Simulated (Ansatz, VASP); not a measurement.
## In: VASP beside Ansatz

The input INCAR:

```
PREC = Accurate
ENCUT = 600
EDIFF = 1E-6
ISMEAR = -1
SIGMA = 0.1
LREAL = F
LASPH = T
NELM = 100
ALGO = Normal
ISIF = 3
LWAVE = F
LCHARG = F
GGA = RP
IBRION = 2
NSW = 80
EDIFFG = -0.01
```

KPOINTS

```
Automatic mesh
0
Gamma
  8 8 8
```

The input POSCAR:

```
In
1.0
    0.0000000000      3.2801942926      3.2801942926
    3.2801942926      0.0000000000      3.2801942926
    3.2801942926      3.2801942926      0.0000000000
In
2
Direct
    0.1250000000      0.1250000000      0.1250000000
    0.8750000000      0.8750000000      0.8750000000
```

Input for Ansatz:

```yaml
crystal:
  lattice:
    - [0.0, 3.2801942926, 3.2801942926]
    - [3.2801942926, 0.0, 3.2801942926]
    - [3.2801942926, 3.2801942926, 0.0]
  atoms:
    - { symbol: In, position: [0.125, 0.125, 0.125] }
    - { symbol: In, position: [0.875, 0.875, 0.875] }
hamiltonian:
  xc: rpbe
  pseudopotentials:
    kind: paw
    azcp:
      In: "pseudopotentials/In.paw.azcp"
basis:
  ecutwfc: 420
  fft_grid_basis: typed
kpoints:
  mp_grid: { grid: [8, 8, 8], shift: [0, 0, 0] }
magnetization:
  spin_polarized: false
scf:
  occupations: { method: fermi_dirac, width: 0.1 }
relax:
  max_steps: 60
  f_tol: 0.01
  cell: {}
```

Alike in both runs: task relaxation of cell and atoms; functional RPBE; k mesh 8 × 8 × 8; occupations fermi-dirac, width 0.1 eV; no spin polarisation.

|  | VASP | Ansatz |
| --- | --- | --- |
| version | VASP 6.6.1 | Ansatz 0.2.0 |
| potentials or method | VASP PAW PBE potentials, release 64 (In_d), cutoff 600 eV | plane waves (420 eV) with PAW, scalar-relativistic |
| valence electrons in the cell | 26 | 26 |

|  | VASP | Ansatz | Ansatz less VASP |
| --- | --- | --- | --- |
| relaxed volume (Å³/atom) | 40.52 | 40.53 | +0.020 |
| relaxed cell length with the largest relative difference (Å) | 4.857 | 4.858 | +0.0008 |

VASP's potentials were made for PBE, not for RPBE.
